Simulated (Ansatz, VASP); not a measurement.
## Nb: VASP beside Ansatz

The input POSCAR:

```
Nb
1.0
   -1.6511317439      1.6511317439      1.6511317439
    1.6511317439     -1.6511317439      1.6511317439
    1.6511317439      1.6511317439     -1.6511317439
Nb
1
Direct
    0.0000000000      0.0000000000      0.0000000000
```

Contents of INCAR.step1:

```
  PREC = Accurate
  ENCUT = 520
  ISMEAR = -1
  SIGMA = 0.01
  LREAL = False
  LASPH = True
  NELM = 80
  NBANDS = 12
  GGA = PE
  ALGO = Normal
  EDIFF = 1E-4
  LWAVE = True
  LCHARG = False
```

INCAR.step2

```
  PREC = Accurate
  ENCUT = 520
  EDIFF = 1E-7
  ISMEAR = -1
  SIGMA = 0.01
  LREAL = False
  LASPH = True
  NELM = 80
  ALGO = Normal
  ISIF = 2
  LWAVE = False
  LCHARG = True
  METAGGA = R2SCAN
  LMIXTAU = True
  LELF = True
  LVHAR = True
  NBANDS = 12
  ISTART = 1
```

The input KPOINTS:

```
Automatic mesh
0
Gamma
  13 13 13
```

Input for Ansatz:

```yaml
crystal:
  lattice:
    - [-1.6511317439, 1.6511317439, 1.6511317439]
    - [1.6511317439, -1.6511317439, 1.6511317439]
    - [1.6511317439, 1.6511317439, -1.6511317439]
  atoms:
    - { symbol: Nb, position: [0.0, 0.0, 0.0] }
hamiltonian:
  xc: r2scan
  pseudopotentials:
    kind: paw
    azcp:
      Nb: "pseudopotentials/Nb.paw.azcp"
basis:
  ecutwfc: 500
  fft_grid_basis: typed
kpoints:
  mp_grid: { grid: [13, 13, 13], shift: [0, 0, 0] }
magnetization:
  spin_polarized: false
scf:
  occupations: { method: fermi_dirac, width: 0.01 }
  lower_state_search: "off"
output:
  stress: true
  write_density: true
  write_potential: true
  elf: true
  volumetric_format: npy
```

Alike in both runs: task single point; functional r2SCAN; k mesh 13 × 13 × 13; occupations fermi-dirac, width 0.01 eV; no spin polarisation.

|  | VASP | Ansatz |
| --- | --- | --- |
| version | VASP 6.6.1 | Ansatz 0.2.0 |
| potentials or method | VASP PAW PBE potentials, release 64 (Nb_sv), cutoff 520 eV | plane waves (500 eV) with PAW, scalar-relativistic |
| valence electrons in the cell | 13 | 13 |

|  | VASP | Ansatz | Ansatz less VASP |
| --- | --- | --- | --- |
| pressure (GPa) | -0.8 | -0.5 | +0.22 |

VASP's potentials were made for PBE, not for r2SCAN.
